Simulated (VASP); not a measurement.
Si3Ni, 4 atoms in the cell. Symmetry: Fm-3m, No. 225, cubic system. Conventional cell: a = 5.985 Å, b = 5.985 Å, c = 5.985 Å, α = 90.00°, β = 90.00°, γ = 90.00°. Si (site symmetry -43m) has 10 Si at 2.59 to 2.99 Å and 4 Ni at 2.59 Å within 3.4 Å. Within 3.4 Å of Si (site symmetry m-3m) lie 8 Si at 2.59 Å and 6 Ni at 2.99 Å. Within 3.4 Å of Ni (site symmetry m-3m) lie 14 Si at 2.59 to 2.99 Å. 

- Program: VASP 6.6.1
- Task: single point
- Functional: PBE
- Potentials or basis: VASP PAW PBE potentials, release 64 (Si, Ni)
- Cutoff: 520 eV
- k mesh: 6 × 6 × 6
- Occupations: gaussian, width 0.1 eV
- Spin: no spin polarisation
- Dipole correction: no
- Further INCAR settings: ALGO = Normal; EDIFF = 1e-07; NBANDS = 19

Potentials or basis: VASP PAW PBE potentials, release 64 (Si, Ni).

Launch:

```sh
$ cat potpaw_PBE.64/Si/POTCAR potpaw_PBE.64/Ni/POTCAR > POTCAR
$ mpirun -np 1 vasp_std > vasp.out
```

Hardware: 1 thread of Intel(R) Xeon(R) Platinum 8488C (Sapphire Rapids), on a shared host.

Q: Estimate the wall time of this run.

A: Run time: 12 s on 1 thread of Intel(R) Xeon(R) Platinum 8488C (Sapphire Rapids), on a shared host, peak memory 0.17 GiB. Counts: scf iterations 16, k points 16.
